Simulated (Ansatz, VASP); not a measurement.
**AlN: VASP beside Ansatz**

File INCAR:

```
SYSTEM = AlN
  PREC = Accurate
  ENCUT = 520
  EDIFF = 1E-6
  ISMEAR = -1
  SIGMA = 0.05
  LREAL = .FALSE.
  LASPH = .TRUE.
  NELM = 80
  ALGO = Normal
  ISIF = 2
  LWAVE = .FALSE.
  LCHARG = .FALSE.
  GGA = PS
  IVDW = 13
  NBANDS = 11
```

File KPOINTS:

```
regular mesh
0
G
  10 10 10
  0 0 0
```

File POSCAR:

```
AlN
1.0
    0.0000000000      2.1394097525      2.1394097525
    2.1394097525      0.0000000000      2.1394097525
    2.1394097525      2.1394097525      0.0000000000
Al N
1 1
Direct
    0.0000000000      0.0000000000      0.0000000000
    0.2500000000      0.2500000000      0.2500000000
```

File input.yaml:

```yaml
crystal:
  lattice:
    - [0.0, 2.1394097525, 2.1394097525]
    - [2.1394097525, 0.0, 2.1394097525]
    - [2.1394097525, 2.1394097525, 0.0]
  atoms:
    - { symbol: Al, position: [0.0, 0.0, 0.0] }
    - { symbol: "N", position: [0.25, 0.25, 0.25] }
hamiltonian:
  xc: pbesol
  pseudopotentials: { kind: paw }
  dispersion: d4
kpoints:
  mp_grid: { grid: [10, 10, 10] }
scf:
  occupations: { method: fermi_dirac, width: 0.05 }
output:
  forces: true
  stress: true
  eigenvalues: true
```

Alike in both runs: task single point; functional PBEsol; dispersion D4; k mesh 10 × 10 × 10; occupations fermi-dirac, width 0.05 eV; no spin polarisation.

|  | VASP | Ansatz |
| --- | --- | --- |
| version | VASP 6.6.1 | Ansatz 0.2.0 |
| potentials or method | VASP PAW PBE potentials, release 64 (Al, N) | Ansatz PAW |
| plane-wave cutoff (eV) | 520 | 420 |
| valence electrons in the cell | 8 | 8 |

|  | VASP | Ansatz | Ansatz less VASP |
| --- | --- | --- | --- |
| gap on the k mesh at the Fermi level (eV) | 3.21 | 3.22 | +0.010 |
| least direct gap on the mesh (eV) | 4.69 | 4.67 | -0.019 |
| pressure (GPa) | 12.8 | 12.7 | -0.11 |

VASP's potentials were made for PBE, not for PBEsol.
